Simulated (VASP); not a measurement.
# GaAs (F-43m) in VASP: further runs

GaAs is run at these levels: LDA; tasks: electric field gradients.

Program: VASP 6.6.1. These are calculated values, not measurements. Logs are shortened: lines on timing, memory, paths and dates and some standing lists are left out, and cuts for length are marked.

## Step 1: The cell of the first run

Symmetry: F-43m, No. 216, cubic system. The conventional cell has a = 5.538 Å, b = 5.538 Å, c = 5.538 Å, α = 90.00°, β = 90.00°, γ = 90.00°. Ga (site symmetry -43m) has 4 As at 2.40 Å within 3.2 Å. Within 3.2 Å of As (site symmetry -43m) lie 4 Ga at 2.40 Å.

## Step 2: Electric field gradients, LDA (volume scaled by 0.94)

INCAR

```
ALGO = Normal
EDIFF = 1E-8
ENCUT = 520
GGA = CA
ISIF = 2
ISMEAR = -1
LASPH = T
LCHARG = F
LEFG = T
LREAL = F
LWAVE = F
NBANDS = 16
NELM = 100
PREC = Accurate
SIGMA = 0.05
```

KPOINTS

```
k-points
0
Gamma
  11 11 11
```

POSCAR

```
GaAs
1.0
    0.0000000000      2.7691429914      2.7691429914
    2.7691429914      0.0000000000      2.7691429914
    2.7691429914      2.7691429914      0.0000000000
Ga As
1 1
Direct
    0.0000000000      0.0000000000      0.0000000000
    0.7500000000      0.7500000000      0.7500000000
```

Potentials or basis: VASP PAW LDA potentials, release 64 (Ga_d, As).

Command:

```
cat potpaw_LDA.64/Ga_d/POTCAR potpaw_LDA.64/As/POTCAR > POTCAR
mpirun -np 1 vasp_std > vasp.out
```

OUTCAR:

```text
EDIFF = 1E-8
   ENCUT = 520
   GGA = CA
   ISIF = 2
   ISMEAR = -1
   LASPH = T
   LREAL = F
   NELM = 100
   PREC = Accurate

 ion  position               nearest neighbor table
   1  0.000  0.000  0.000-   2 2.40   2 2.40   2 2.40   2 2.40
   2  0.750  0.750  0.750-   1 2.40   1 2.40   1 2.40   1 2.40

  LATTYP: Found a face centered cubic cell.
 ALAT       =     5.5382859828

  Lattice vectors:

 A1 = (   0.0000000000,   2.7691429914,   2.7691429914)
 A2 = (   2.7691429914,   0.0000000000,   2.7691429914)
 A3 = (   2.7691429914,   2.7691429914,   0.0000000000)

Analysis of symmetry for initial positions (statically):
=====================================================================
 Subroutine PRICEL returns:
 Original cell was already a primitive cell.

 Routine SETGRP: Setting up the symmetry group for a
 face centered cubic supercell.

 Subroutine GETGRP returns: Found 24 space group operations
 (whereof 24 operations were pure point group operations)
 out of a pool of 48 trial point group operations.

The static configuration has the point symmetry T_d .

Analysis of symmetry for dynamics (positions and initial velocities):
=====================================================================
 Subroutine PRICEL returns:
 Original cell was already a primitive cell.

 Routine SETGRP: Setting up the symmetry group for a
 face centered cubic supercell.

 Subroutine GETGRP returns: Found 24 space group operations
 (whereof 24 operations were pure point group operations)
 out of a pool of 48 trial point group operations.

The dynamic configuration has the point symmetry T_d .

 Subroutine INISYM returns: Found 24 space group operations
 (whereof 24 operations are pure point group operations),
 and found     1 'primitive' translations

----------------------------------------------------------------------------------------

                                     Primitive cell

  volume of cell :      42.4684

  direct lattice vectors                    reciprocal lattice vectors
     0.000000000  2.769142991  2.769142991    -0.180561279  0.180561279  0.180561279
     2.769142991  0.000000000  2.769142991     0.180561279 -0.180561279  0.180561279
     2.769142991  2.769142991  0.000000000     0.180561279  0.180561279 -0.180561279

  length of vectors
[... 114 lines left out ...]
  energy-cutoff  :      520.00
  volume of cell :       42.47
 maximum number of plane-waves:      1167
 NGX is ok and might be reduce to    30
   NGX = 15   NGY = 15   NGZ = 15

 number of electron      18.0000010 magnetization

 Free energy of the ion-electron system (eV)
  ---------------------------------------------------
  ext. energy  EPLUGINS =         0.00000000
  ---------------------------------------------------
  free energy    TOTEN  =        -9.62548467 eV

  energy without entropy =       -9.62548369  energy(sigma->0) =       -9.62548418

 E-fermi :   4.8505     XC(G=0): -10.1881

 val. band max:        4.4115309621   @ k =   0.0000   0.0000   0.0000
 cond. band min:       5.2180482804   @ k =   0.0000   0.0000   0.0000
 fundamental gap:      0.8065173184
 Fermi energy:         4.8504687386

 k-point     1 :       0.0000    0.0000    0.0000
  band No.  band energies     occupation
      1     -10.6414      2.00000
      2     -10.6414      2.00000
      3     -10.6414      2.00000
      4     -10.5470      2.00000
      5     -10.5470      2.00000
      6      -8.8147      2.00000
[... 433 lines left out ...]
      3     -10.6201      2.00000
      4     -10.5509      2.00000
      5     -10.5447      2.00000
      6      -7.7658      2.00000
[... 8 lines left out ...]
     15      14.7904      0.00000
     16      15.5620      0.00000

 [... further k-points ...]
[... 5 lines left out ...]
  --------------------------------------------------------------------------------------
  -------------------------------------------------------------------------------------
  Total        0.8465299      0.8465299      0.8465299     -0.0000000      0.0000000      0.0000000
  in kB       31.9364591     31.9364591     31.9364591     -0.0000000      0.0000000      0.0000000
  external PRESSURE =      31.9364591 kB  Pullay stress =       0.0000000 kB

 VOLUME and BASIS-vectors are now :
 -----------------------------------------------------------------------------
  energy-cutoff  :      520.00
  volume of cell :       42.47
      direct lattice vectors                 reciprocal lattice vectors
     0.000000000  2.769142991  2.769142991    -0.180561279  0.180561279  0.180561279
     2.769142991  0.000000000  2.769142991     0.180561279 -0.180561279  0.180561279
     2.769142991  2.769142991  0.000000000     0.180561279  0.180561279 -0.180561279

 POSITION                                       TOTAL-FORCE (eV/Angst)
 -----------------------------------------------------------------------------------
      0.00000      0.00000      0.00000         0.000000      0.000000      0.000000
      4.15371      4.15371      4.15371        -0.000000     -0.000000     -0.000000
 -----------------------------------------------------------------------------------
    total drift:                                0.000000      0.000000      0.000000

  FREE ENERGIE OF THE ION-ELECTRON SYSTEM (eV)
  ---------------------------------------------------
  free  energy   TOTEN  =        -9.6254846744 eV

  energy  without entropy=       -9.6254836873  energy(sigma->0) =       -9.62548418

 Electric field gradients (V/A^2)
---------------------------------------------------------------------
 ion       V_xx      V_yy      V_zz      V_xy      V_xz      V_yz
---------------------------------------------------------------------
   1      -0.000    -0.000    -0.000    -0.003    -0.003    -0.003
   2       0.000    -0.000    -0.000    -0.000    -0.000    -0.000
---------------------------------------------------------------------

 Electric field gradients after diagonalization (V/A^2)
 (convention: |V_zz| > |V_xx| > |V_yy|)
----------------------------------------------------------------------
 ion       V_xx      V_yy      V_zz     asymmetry (V_yy - V_xx)/ V_zz
----------------------------------------------------------------------
   1       0.003     0.003    -0.006       0.000
   2       0.000     0.000    -0.000       0.000
----------------------------------------------------------------------

           NMR quadrupolar parameters

 Cq : quadrupolar parameter    Cq=e*Q*V_zz/h
 eta: asymmetry parameters     (V_yy - V_xx)/ V_zz
 Q  : nuclear electric quadrupole moment in mb (millibarn)
----------------------------------------------------------------------
 ion       Cq(MHz)       eta       Q (mb)
----------------------------------------------------------------------
   1      -0.000       0.000       1.000
   2      -0.000       0.000       1.000
----------------------------------------------------------------------
```

stdout:

```text
POSCAR found type information on POSCAR GaAs
 POSCAR found :  2 types and       2 ions
 scaLAPACK will be used
 LDA part: xc-table for (Slater(with rela. corr.)+CA(PZ))
 , standard interpolation
 POSCAR, INCAR and KPOINTS ok, starting setup
 FFT: planning ... GRIDC
 FFT: planning ... GRID_SOFT
 FFT: planning ... GRID
 WAVECAR not read
 entering main loop
ion   1

ion   2
```

Wall time 72 s (1 thread of AMD EPYC 7R13, shared host); peak memory 0.14 GiB.

Results:

```
Free energy            : -9.6255 eV
Pressure               : 3.2 GPa
Band gap on the k mesh : 0.81 eV, direct
```

Caveat: without QUAD_EFG the Cq values of the log hold for a quadrupole moment of 1 mb, not for the nuclei.

## Step 3: Electric field gradients, LDA (volume scaled by 0.94)

INCAR

```
SYSTEM = GaAs
PREC = Accurate
ENCUT = 520
EDIFF = 1E-8
ISMEAR = -1
SIGMA = 0.05
LREAL = .FALSE.
LASPH = .TRUE.
NELM = 100
ALGO = Normal
ISIF = 2
LWAVE = .FALSE.
LCHARG = .FALSE.
LEFG = .TRUE.
NBANDS = 16
```

KPOINTS

```
regular mesh
0
G
  11 11 11
  0 0 0
```

POSCAR is that of step 2.

Potentials or basis: VASP PAW LDA potentials, release 64 (Ga_d, As).

Command:

```
cat potpaw_LDA.64/Ga_d/POTCAR potpaw_LDA.64/As/POTCAR > POTCAR
mpirun -np 1 vasp_std > vasp.out
```

OUTCAR:

```text
SYSTEM = GaAs
   PREC = Accurate
   ENCUT = 520
   EDIFF = 1E-8
   ISMEAR = -1
   LREAL = .FALSE.
   LASPH = .TRUE.
   NELM = 100
   ISIF = 2

 ion  position               nearest neighbor table
   1  0.000  0.000  0.000-   2 2.40   2 2.40   2 2.40   2 2.40
   2  0.750  0.750  0.750-   1 2.40   1 2.40   1 2.40   1 2.40

  LATTYP: Found a face centered cubic cell.
 ALAT       =     5.5382859828

  Lattice vectors:

 A1 = (   0.0000000000,   2.7691429914,   2.7691429914)
 A2 = (   2.7691429914,   0.0000000000,   2.7691429914)
 A3 = (   2.7691429914,   2.7691429914,   0.0000000000)
[... 668 lines left out ...]
  free  energy   TOTEN  =        -9.6254846744 eV

  energy  without entropy=       -9.6254836873  energy(sigma->0) =       -9.62548418

 Electric field gradients (V/A^2)
---------------------------------------------------------------------
 ion       V_xx      V_yy      V_zz      V_xy      V_xz      V_yz
---------------------------------------------------------------------
   1      -0.000    -0.000    -0.000    -0.003    -0.003    -0.003
   2       0.000    -0.000    -0.000    -0.000    -0.000    -0.000
---------------------------------------------------------------------

 Electric field gradients after diagonalization (V/A^2)
 (convention: |V_zz| > |V_xx| > |V_yy|)
----------------------------------------------------------------------
 ion       V_xx      V_yy      V_zz     asymmetry (V_yy - V_xx)/ V_zz
----------------------------------------------------------------------
   1       0.003     0.003    -0.006       0.000
   2       0.000     0.000    -0.000       0.000
----------------------------------------------------------------------

           NMR quadrupolar parameters

 Cq : quadrupolar parameter    Cq=e*Q*V_zz/h
 eta: asymmetry parameters     (V_yy - V_xx)/ V_zz
 Q  : nuclear electric quadrupole moment in mb (millibarn)
----------------------------------------------------------------------
 ion       Cq(MHz)       eta       Q (mb)
----------------------------------------------------------------------
   1      -0.000       0.000       1.000
   2      -0.000       0.000       1.000
----------------------------------------------------------------------
```

OSZICAR:

```text
N       E                     dE             d eps       ncg     rms          rms(c)
DAV:   1     0.834784388413E+02    0.83478E+02   -0.88033E+03  1824   0.157E+03
DAV:   2    -0.330389842104E+01   -0.86782E+02   -0.82999E+02  2040   0.314E+02
DAV:   3    -0.977808550791E+01   -0.64742E+01   -0.64509E+01  2184   0.670E+01
DAV:   4    -0.987229217696E+01   -0.94207E-01   -0.94196E-01  2200   0.880E+00
DAV:   5    -0.987372221256E+01   -0.14300E-02   -0.14300E-02  2248   0.991E-01    0.321E+00
DAV:   6    -0.967503396403E+01    0.19869E+00   -0.22079E-01  2776   0.868E+00    0.189E+00
DAV:   7    -0.962861512425E+01    0.46419E-01   -0.71139E-02  2512   0.205E+00    0.528E-01
DAV:   8    -0.962551978438E+01    0.30953E-02   -0.95432E-03  2224   0.108E+00    0.127E-01
DAV:   9    -0.962547667174E+01    0.43113E-04   -0.70596E-04  2240   0.309E-01    0.395E-02
DAV:  10    -0.962548017279E+01   -0.35011E-05   -0.46321E-05  2768   0.820E-02    0.208E-02
DAV:  11    -0.962548481763E+01   -0.46448E-05   -0.74000E-06  2016   0.411E-02    0.326E-03
DAV:  12    -0.962548467427E+01    0.14336E-06   -0.61953E-07  2592   0.120E-02    0.231E-03
DAV:  13    -0.962548467441E+01   -0.14461E-09   -0.74619E-08  2248   0.254E-03
   1 F= -.96254847E+01 E0= -.96254842E+01  d E =-.987155E-06
```

It took 66 s on 1 thread of AMD EPYC 7R13, shared host; peak memory 0.14 GiB.

What came out:

```
Free energy            : -9.6255 eV
Pressure               : 3.2 GPa
Band gap on the k mesh : 0.81 eV, direct
```

Caveat: without QUAD_EFG the Cq values of the log hold for a quadrupole moment of 1 mb, not for the nuclei. A k mesh can miss the band edges.

[end of part 1 of 2]
